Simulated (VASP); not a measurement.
Write the native input for VASP 6.6.1 that does the following.

- Task: single point
- Functional: PBE
- Potentials or basis: VASP PAW PBE potentials, release 64 (C)
- Cutoff: 600 eV
- k mesh: 6 × 6 × 6
- Occupations: fermi-dirac, width 0.1 eV
- Spin: no spin polarisation
- Dipole correction: no
- Further INCAR settings: ALGO = Normal; EDIFF = 1e-06; NBANDS = 8

The structure of C lies in POSCAR:

```
C
1.0
    4.2585860000      0.0000000000      0.0000000000
    0.0000000000      4.2585860000      0.0000000000
    0.0000000000      0.0000000000      4.2585860000
C
1
Direct
    0.5000000000      0.5000000000      0.5000000000
```

These files were run (other wordings do the same):

INCAR

```
SYSTEM = C
PREC = Accurate ; ENCUT = 600
EDIFF = 1E-6 ; ISMEAR = -1
SIGMA = 0.1 ; LREAL = .FALSE.
LASPH = .TRUE. ; NELM = 120
ALGO = Normal ; ISIF = 2
LWAVE = .FALSE. ; LCHARG = .FALSE.
GGA = PE ; NBANDS = 8
GGA_COMPAT = .FALSE.
```

KPOINTS

```
regular mesh
0
G
  6 6 6
  0 0 0
```

Potentials or basis: VASP PAW PBE potentials, release 64 (C).

Run with:

```sh
$ cat potpaw_PBE.64/C/POTCAR > POTCAR
$ mpirun -np 1 vasp_std > vasp.out
```

It gave:

```yaml
Pressure: -1.5 GPa
Band_gap_on_the_k_mesh: zero (band 2 reaches -4.01 eV, above the bottom of band 3 at -4.53 eV)
```

Wall time 5.8 s on 1 thread of AMD EPYC 9R45 96-Core Processor (Zen 5) (shared host), peak memory 0.16 GiB.
